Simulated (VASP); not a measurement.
Input of a VASP 6.6.1 run:

INCAR

```
SYSTEM = C
ALGO = Normal
EDIFF = 1E-6
ENCUT = 520
GGA = PE
ISIF = 2
ISMEAR = 0
LASPH = .TRUE.
LCHARG = .FALSE.
LREAL = .FALSE.
LWAVE = .FALSE.
NBANDS = 8
NELM = 80
PREC = Accurate
SIGMA = 0.1
```

File KPOINTS:

```
k-points
0
G
  30 30 34
  0 0 0
```

File POSCAR:

```
C
1.0
    1.3241727160     -1.3244888454      0.0000000000
    1.3241727160      1.3244888454      0.0000000000
    0.0000000000      0.0000000000      1.6135193536
C
1
Direct
    0.0000000000      0.0000000000      0.5000000000
```

Potentials or basis: VASP PAW PBE potentials, release 64 (C).

Command:

```sh
$ cat potpaw_PBE.64/C/POTCAR > POTCAR
$ mpirun -np 1 vasp_std > vasp.out
```

(1) Predict the band gap on the k mesh.

(2) Estimate the pressure.

Results:

(1) zero (band 2 reaches 18.05 eV, above the bottom of band 3 at 4.28 eV).

(2) 0.3 GPa.
